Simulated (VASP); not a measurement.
Here is a VASP 6.6.1 calculation.

INCAR

```
ALGO = Normal
EDIFF = 1E-7
ENCUT = 520
GGA = PE
ISIF = 2
ISMEAR = 0
LASPH = T
LCHARG = F
LREAL = F
LWAVE = F
NBANDS = 18
NELM = 100
PREC = Accurate
SIGMA = 0.01
```

KPOINTS

```
k-points
0
Gamma
  9 9 4
```

The input POSCAR:

```
LiF
1.0
    2.8300672693      0.0000000000      0.0000000000
   -1.4150336347      2.4509101496      0.0000000000
    0.0000000000      0.0000000000      4.8772215752
Li F
2 2
Direct
    0.0000000000      0.0000000000      0.0000000000
    0.0000000000      0.0000000000      0.5000000000
    0.3333333333      0.6666666667      0.2500000000
    0.6666666667      0.3333333333      0.7500000000
```

Potentials or basis: VASP PAW PBE potentials, release 64 (Li_sv, F).

The run is started by

```bash
$ cat potpaw_PBE.64/Li_sv/POTCAR potpaw_PBE.64/F/POTCAR > POTCAR
$ mpirun -np 1 vasp_std > vasp.out
```

What does it give for the band gap on the k mesh?

8.71 eV, direct.

 A hybrid or GW would open this gap; PBE tends to underestimate it.
